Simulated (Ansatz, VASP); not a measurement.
# ScAl3: VASP beside Ansatz

```
CELL_PARAMETERS angstrom
4.08554 0.00000 0.00000
0.00000 4.08554 0.00000
0.00000 0.00000 4.08554
ATOMIC_POSITIONS crystal
Sc 0.00000 0.00000 0.00000
Al 0.50000 0.00000 0.50000
Al 0.00000 0.50000 0.50000
Al 0.50000 0.50000 0.00000
```

Alike in both runs: functional r2SCAN; k mesh 10 × 10 × 10; occupations gaussian, width 0.1 eV; no spin polarisation.

Ansatz relaxed the structure, and its values are those at the end. VASP's run is a single point on that final structure, the one shown.

```csv
,VASP,Ansatz
version,VASP 6.6.1,Ansatz 0.2.0
potentials or method,"VASP PAW PBE potentials, release 64 (Sc_sv, Al), cutoff 520 eV","scalar-relativistic, plane waves, PAW"
valence electrons in the cell,20,20
```

|  | VASP | Ansatz | Ansatz less VASP |
| --- | --- | --- | --- |
| gap on the k mesh at the Fermi level (eV) | none | none | - |
| pressure (GPa) | 0.0 | 0.0 | 0.00 |

VASP's potentials were made for PBE, not for r2SCAN. A gap of «none» marks a metal or a gap that the smearing closes.
